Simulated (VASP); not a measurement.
Here is a VASP 6.6.1 calculation.

INCAR

```
PREC = Accurate
ENCUT = 520
EDIFF = 1E-7
ISMEAR = 0
SIGMA = 0.02
LREAL = F
LASPH = T
NELM = 60
ALGO = Normal
ISIF = 2
LWAVE = F
LCHARG = T
GGA = PE
LELF = T
LVHAR = T
NBANDS = 14
```

The input KPOINTS:

```
regular mesh
0
Gamma
  6 6 4
```

Contents of POSCAR:

```
NaCl
1.0
    3.8464562574      0.0000000000      0.0000000000
    0.0000000000      3.8464562574      0.0000000000
    0.0000000000      0.0000000000      5.9408018008
Na Cl
1 1
Direct
    0.5000000000      0.5000000000      0.5000000000
    0.0000000000      0.0000000000      0.5000000000
```

Potentials or basis: VASP PAW PBE potentials, release 64 (Na_pv, Cl).

Run with:

```sh
$ cat potpaw_PBE.64/Na_pv/POTCAR potpaw_PBE.64/Cl/POTCAR > POTCAR
$ mpirun -np 1 vasp_std > vasp.out
```

Question: Estimate the band gap on the k mesh.

Answer: 4.53 eV (least direct gap 4.60 eV).

Question: What does it give for the pressure?

Answer: 0.0 GPa.

A k mesh can miss the band edges.
